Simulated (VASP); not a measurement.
# LiH (F-43m) in VASP: G0W0 quasiparticle levels with PBE

Aim: the G0W0 quasiparticle levels of LiH with PBE.

Everything below comes from runs of VASP 6.6.1. Logs are shortened: lines on timing, memory, paths and dates and some standing lists are left out, and cuts for length are marked.

**1. The cell of the first run**

It takes space group F-43m (No. 216, cubic). The conventional cell has a = 4.290 Å, b = 4.290 Å, c = 4.290 Å, α = 90.00°, β = 90.00°, γ = 90.00°. Within 2.5 Å of Li (site symmetry -43m) lie 4 H at 1.86 Å. H (site symmetry -43m) has 4 Li at 1.86 Å within 2.5 Å.

**2. G0W0 quasiparticle levels, PBE**

POSCAR reads:

```
LiH
1.0
    0.0000000000      2.1451220117      2.1451220117
    2.1451220117      0.0000000000      2.1451220117
    2.1451220117      2.1451220117      0.0000000000
Li H
1 1
Direct
    0.0000000000      0.0000000000      0.0000000000
    0.2500000000      0.2500000000      0.2500000000
```

INCAR.step1 reads:

```
PREC     = Accurate       # precision mode
ENCUT    = 500            # plane-wave cutoff, eV
EDIFF    = 1E-8           # SCF threshold, eV
ISMEAR   = 0              # smearing method
SIGMA    = 0.01           # smearing width, eV
LREAL    = False          # projectors in reciprocal space
LASPH    = True           # aspherical terms in the spheres
NELM     = 100            # most SCF steps
ALGO     = Normal         # electronic algorithm
LWAVE    = True           # write WAVECAR
LCHARG   = False          # write CHGCAR
GGA      = PE             # functional
```

INCAR.step2 reads:

```
PREC     = Accurate       # precision mode
ENCUT    = 500            # plane-wave cutoff, eV
EDIFF    = 1E-8           # SCF threshold, eV
ISMEAR   = 0              # smearing method
SIGMA    = 0.01           # smearing width, eV
LREAL    = False          # projectors in reciprocal space
LASPH    = True           # aspherical terms in the spheres
NELM     = 1              # most SCF steps
ALGO     = Exact          # electronic algorithm
LWAVE    = True           # write WAVECAR
LCHARG   = False          # write CHGCAR
GGA      = PE             # functional
NBANDS   = 45             # bands
LOPTICS  = True           # frequency-dependent dielectric function
ISTART   = 1
```

INCAR.step3 reads:

```
PREC     = Accurate       # precision mode
ENCUT    = 500            # plane-wave cutoff, eV
EDIFF    = 1E-8           # SCF threshold, eV
ISMEAR   = 0              # smearing method
SIGMA    = 0.01           # smearing width, eV
LREAL    = False          # projectors in reciprocal space
LASPH    = True           # aspherical terms in the spheres
ALGO     = EVGW0          # electronic algorithm
LWAVE    = False          # write WAVECAR
LCHARG   = False          # write CHGCAR
GGA      = PE             # functional
NELMGW   = 1            
NBANDS   = 45             # bands
ENCUTGW  = 100.0          # cutoff of the response function
NOMEGA   = 96             # frequency points
PRECFOCK = Fast         
ISTART   = 1            
NBANDSGW = 9            
OMEGAMAX = 20
```

KPOINTS reads:

```
regular mesh
0
Gamma
  6 6 6
```

Potentials or basis: VASP PAW PBE potentials, release 64 (Li_GW, H_GW).

Command:

```sh
$ cat potpaw_PBE.64/Li_GW/POTCAR potpaw_PBE.64/H_GW/POTCAR > POTCAR
$ cp INCAR.step1 INCAR
$ mpirun -np 1 vasp_std > vasp.out
$ cp INCAR.step2 INCAR
$ mpirun -np 1 vasp_std > vasp.out
$ cp INCAR.step3 INCAR
$ mpirun -np 1 vasp_std > vasp.out
```

OUTCAR:

```text
PREC = Accurate
   ENCUT = 500
   EDIFF = 1E-8
   ISMEAR = 0
   LREAL = False
   LASPH = True
   GGA = PE
   NELMGW = 1
   ENCUTGW = 100.0
   PRECFOCK = Fast
   ISTART = 1

 ion  position               nearest neighbor table
   1  0.000  0.000  0.000-   2 1.86   2 1.86   2 1.86   2 1.86
   2  0.250  0.250  0.250-   1 1.86   1 1.86   1 1.86   1 1.86

  LATTYP: Found a face centered cubic cell.
 ALAT       =     4.2902440234

  Lattice vectors:

 A1 = (   0.0000000000,   2.1451220117,   2.1451220117)
 A2 = (   2.1451220117,   0.0000000000,   2.1451220117)
 A3 = (   2.1451220117,   2.1451220117,   0.0000000000)

Analysis of symmetry for initial positions (statically):
=====================================================================
 Subroutine PRICEL returns:
 Original cell was already a primitive cell.

 Routine SETGRP: Setting up the symmetry group for a
 face centered cubic supercell.

 Subroutine GETGRP returns: Found 24 space group operations
 (whereof 24 operations were pure point group operations)
 out of a pool of 48 trial point group operations.

The static configuration has the point symmetry T_d .

Analysis of symmetry for dynamics (positions and initial velocities):
=====================================================================
 Subroutine PRICEL returns:
 Original cell was already a primitive cell.

 Routine SETGRP: Setting up the symmetry group for a
 face centered cubic supercell.

 Subroutine GETGRP returns: Found 24 space group operations
 (whereof 24 operations were pure point group operations)
 out of a pool of 48 trial point group operations.

The dynamic configuration has the point symmetry T_d .

 Subroutine INISYM returns: Found 24 space group operations
 (whereof 24 operations are pure point group operations),
 and found     1 'primitive' translations

----------------------------------------------------------------------------------------

                                     Primitive cell

  volume of cell :      19.7418

  direct lattice vectors                    reciprocal lattice vectors
[... 67 lines left out ...]
   NGXF,Y,Z  is equivalent  to a cutoff of  26.30, 26.30, 26.30 a.u.
 SYSTEM =  unknown system
   PREC   = accura    normal or accurate (medium, high low for compatibility)
   ISTART =      1    job   : 0-new  1-cont  2-samecut
   ICHARG =      0    charge: 1-file 2-atom 10-const
   ISPIN  =      1    spin polarized calculation?
   LNONCOLLINEAR =      F non collinear calculations
   LSORBIT =      F    spin-orbit coupling
   LASPH  =      T    aspherical Exc in radial PAW
   ENCUT  =  500.0 eV  36.75 Ry    6.06 a.u.   5.53  5.53  5.53*2*pi/ulx,y,z
   NELM   =     60;   NELMIN=  2; NELMDL=  0     # of ELM steps
   EDIFF  = 0.1E-07   stopping-criterion for ELM
   LREAL  =      F    real-space projection
   EDIFFG = 0.1E-06   stopping-criterion for IOM
   NSW    =      0    number of steps for IOM
   IBRION =     -1    ionic relax: 0-MD 1-quasi-New 2-CG
   NFREE  =      0    steps in history (QN), initial steepest desc. (CG)
   ISIF   =      0    stress and relaxation
   ISYM   =      3    0-nonsym 1-usesym 2-fastsym
   POTIM  = 0.5000    time-step for ionic-motion
   TEBEG  =    0.0;   TEEND  =   0.0 temperature during run
   PSTRESS=    0.0 pullay stress
   NELECT =       2.0000    total number of electrons
   NUPDOWN=      -1.0000    fix difference up-down
   EMIN   =  10.00;   EMAX   =-10.00  energy-range for DOS
   EFERMI =   0.00;   METHOD = LEGACY
   ISMEAR =     0;   SIGMA  =   0.01  broadening in eV -4-tet -1-fermi 0-gaus
   EFERMI_NEDOS =   21; number of points for ismear=-14 and -15
   IALGO  =     38    algorithm
   IMIX   =      4    mixing-type and parameters
     AMIX     =   0.40;   BMIX     =  1.00
     AMIX_MAG =   1.60;   BMIX_MAG =  1.00
  volume/ion in A,a.u.               =       9.87        66.61
  Fermi-wavevector in a.u.,A,eV,Ry     =   0.763173  1.442187  7.924476  0.582433
  Thomas-Fermi vector in A             =   1.862796
   LORBIT       =      0    0 simple, 1 ext, 2 COOP (PROOUT), +10 PAW based schemes
   GGA     = PE    functional components
   LHFCALC =     T    Hartree Fock is set to
   PRECFOCK=fast      Normal, Fast or Accurate (Low or Medium for compatibility)
   ENCUT4O =  -1.0   cutoff for four orbital integrals eV
   NKREDX  =     1    reduce k-point grid by
   NKREDY  =     1    reduce k-point grid by
   NKREDZ  =     1    reduce k-point grid by
   AEXX    =    1.0000 exact exchange contribution
   HFSCREEN=    0.0000 screening length (either q_TF or 0.3 A-1)
   HFSCREENC=   0.0000 screening length for correlation (either q_TF or 0.3 A-1)
   ENCUTFOCK=  -1.0 apply spherical cutoff to Coloumb kernel
   IVDW    =     0    specifies the selected vdW correction
   LEPSILON=     F    determine dielectric tensor
   LRPA    =     F    only Hartree local field effects (RPA)
   LRPAFORCE           =     F    calculate RPA forces
   ENCUTGW             = 100.0    cutoff for response function in eV
   ENCUTGWSOFT         =  80.0    soft cutoff for Coulomb kernel in GW response function in eV
   ENCUTLF             =  -1.0    cutoff for local field effects
   NELMGW              =     1    number of iterations in solving QP/BSE equation
   NELMHF              =     1    number of iterations in the inner HF iteration
   NKREDLFX            =     1    NKREDLFY  =   1   NKREDLFZ  =   1
 non-spin polarized calculation
 Gauss-broadening in eV      SIGMA  =   0.01
  energy-cutoff  :      500.00
  volume of cell :       19.74
 maximum number of plane-waves:       531
 NGX is ok and might be reduce to    24
  NGX = 14; NGY = 14; NGZ = 14
   NGX = 11   NGY = 11   NGZ = 11
 maximum number of plane-waves:        59
 NGX is ok and might be reduce to    14

 QP shifts <psi_nk| G(iteration)W_0 |psi_nk>: iteration 1
 for sc-GW calculations column KS-energies equals QP-energies in previous step
 and V_xc(KS)=  KS-energies - (<T + V_ion + V_H > + <T+V_H+V_ion>^1  + <V_x>^1)

 k-point   1 :       0.0000    0.0000    0.0000
  band No.  KS-energies  QP-energies   sigma(KS)   V_xc(KS)     V^pw_x(r,r')   Z            occupation Imag(sigma)

      1      -7.6158      -9.2375     -11.3203      -8.9139     -14.4432       0.6739       2.0000       0.1616
      2       9.2080       9.9512      -8.9729      -9.9986      -4.0590       0.7246       0.0000      -0.6481
      3      13.3667      14.4609      -5.7274      -7.2149      -0.9667       0.7356       0.0000      -0.5412
      4      13.3667      14.4609      -5.7274      -7.2149      -0.9667       0.7356       0.0000      -0.5412
      5      13.3667      14.4609      -5.7274      -7.2149      -0.9667       0.7356       0.0000      -0.5412
      6      15.9435      16.8955      -6.5991      -7.7852      -1.8184       0.8026       0.0000      -1.3955
      7      15.9435      16.8955      -6.5991      -7.7852      -1.8184       0.8026       0.0000      -1.3955
      8      15.9435      16.8955      -6.5991      -7.7852      -1.8184       0.8026       0.0000      -1.3955
      9      22.8909      23.6970      -5.1206      -5.9476      -0.5671       0.9747       0.0000      -1.7466
[... 186 lines left out ...]
      1      -3.9861      -5.4602     -12.6584     -10.6944     -14.4769       0.7506       2.0000       0.0562
      2       2.9651       3.7222      -5.6459      -6.6177      -1.9970       0.7791       0.0000      -0.0849
      3       3.0393       3.8060      -5.9018      -6.8701      -2.5324       0.7918       0.0000      -0.0721
      4       7.0285       7.8902      -6.1397      -7.2682      -2.1159       0.7635       0.0000      -0.1910
      5      11.9969      12.9027      -6.6467      -7.8243      -1.9040       0.7692       0.0000      -0.7493
      6      15.6337      16.4634      -5.8680      -6.9018      -0.9124       0.8026       0.0000      -1.0741
      7      19.9900      21.4031      -6.3090      -7.9148      -1.5020       0.8800       0.0000      -1.7317
      8      24.1873      25.6619      -5.4374      -6.9997      -0.7733       0.9438       0.0000      -2.0682
      9      29.3783      31.3528      -5.5909      -7.8343      -1.0641       0.8801       0.0000      -2.3221
```

OUTCAR.step1:

```text
PREC = Accurate
   ENCUT = 500
   EDIFF = 1E-8
   ISMEAR = 0
   LREAL = False
[... 339 lines left out ...]
      0.00000      0.00000      0.00000         0.000000      0.000000      0.000000
      1.07256      1.07256      1.07256        -0.000000     -0.000000     -0.000000
 -----------------------------------------------------------------------------------
    total drift:                               -0.000000     -0.000000     -0.000000

  FREE ENERGIE OF THE ION-ELECTRON SYSTEM (eV)
  ---------------------------------------------------
  free  energy   TOTEN  =        -6.0180600688 eV

  energy  without entropy=       -6.0180600688  energy(sigma->0) =       -6.01806007
```

It took 84 s on 1 thread of AMD EPYC 9R45 (Zen 5), shared host; peak memory 0.23 GiB.

Results:

| Property | Result |
| --- | --- |
| Quasiparticle gap | 6.40 eV |
| Least direct quasiparticle gap | 7.44 eV |
| Band gap of the starting levels on the mesh | 4.29 eV |
| Least direct gap of the starting levels on the mesh | 5.26 eV |

Caveat: the k points lie up to 0.42 Å⁻¹ apart; bands, screening cutoff and mesh are small and nothing is extrapolated, so the quasiparticle values aren't converged; the structure was generated, so it needn't be the stable form of LiH.
